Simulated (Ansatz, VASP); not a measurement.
## Two plane-wave programs on Sn4Se3S

```
Sn Se S
1.0
     6.01271    0.00000    0.00000
     0.00000    6.01271    0.00000
     0.00000    0.00000    6.01271
Sn Se S
4 3 1
Cartesian
  3.0064 3.0064 3.0064
  0.0000 3.0064 0.0000
  3.0064 0.0000 0.0000
  0.0000 0.0000 3.0064
  3.0064 0.0000 3.0064
  0.0000 3.0064 3.0064
  3.0064 3.0064 0.0000
  0.0000 0.0000 0.0000
```

Alike in both runs: functional PBE; k mesh 6 × 6 × 6; occupations gaussian, width 0.02 eV; no spin polarisation.

Ansatz relaxed the structure, and its values are those at the end. VASP's run is a single point on that final structure, the one shown.

|  | VASP | Ansatz |
| --- | --- | --- |
| version | VASP 6.6.1 | Ansatz 0.2.0 |
| potentials or method | VASP PAW PBE potentials, release 64 (Sn_d, Se, S), cutoff 520 eV | scalar-relativistic, plane waves, PAW |
| valence electrons in the cell | 80 | 110 |

VASP gave:

```
gap on the k mesh at the Fermi level (eV) : 0.26
least direct gap on the mesh (eV)         : 0.32
pressure (GPa)                            : 0.0
```

Question: Which values does Ansatz return?

Answer: gap on the k mesh at the Fermi level (eV): 0.27; least direct gap on the mesh (eV): 0.32; pressure (GPa): 0.0.

VASP's potentials hold 80 valence electrons a cell and Ansatz's 110, so a difference there can come from the potentials and not from the codes.
